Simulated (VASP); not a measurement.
A run of VASP 6.6.1 is set up as follows.

File INCAR:

```
SYSTEM = As
  AGGAC = 1.0
  AGGAX = 1.0
  ALDAC = 0.0
  ALDAX = 1.0
  ALGO = Normal
  EDIFF = 1E-6
  ENCUT = 520
  GGA = B5
  ISIF = 2
  ISMEAR = -1
  LASPH = .True.
  LCHARG = .False.
  LREAL = .False.
  LWAVE = .False.
  NBANDS = 8
  NELM = 80
  PREC = Accurate
  SIGMA = 0.1
```

KPOINTS

```
k-points
0
Gamma
  14 14 14
  0 0 0
```

Contents of POSCAR:

```
As
1.0
   -1.7855684296      1.7855684296      1.7855684296
    1.7855684296     -1.7855684296      1.7855684296
    1.7855684296      1.7855684296     -1.7855684296
As
1
Direct
    0.0000000000      0.0000000000      0.0000000000
```

Potentials or basis: VASP PAW PBE potentials, release 64 (As).

The run is started by

```bash
$ cat potpaw_PBE.64/As/POTCAR > POTCAR
$ mpirun -np 1 vasp_std > vasp.out
```

Problem. Predict the pressure.

Solution. -4.0 GPa.

Caveat: the PAW data sets were made with another functional, which shifts forces and pressure a little.
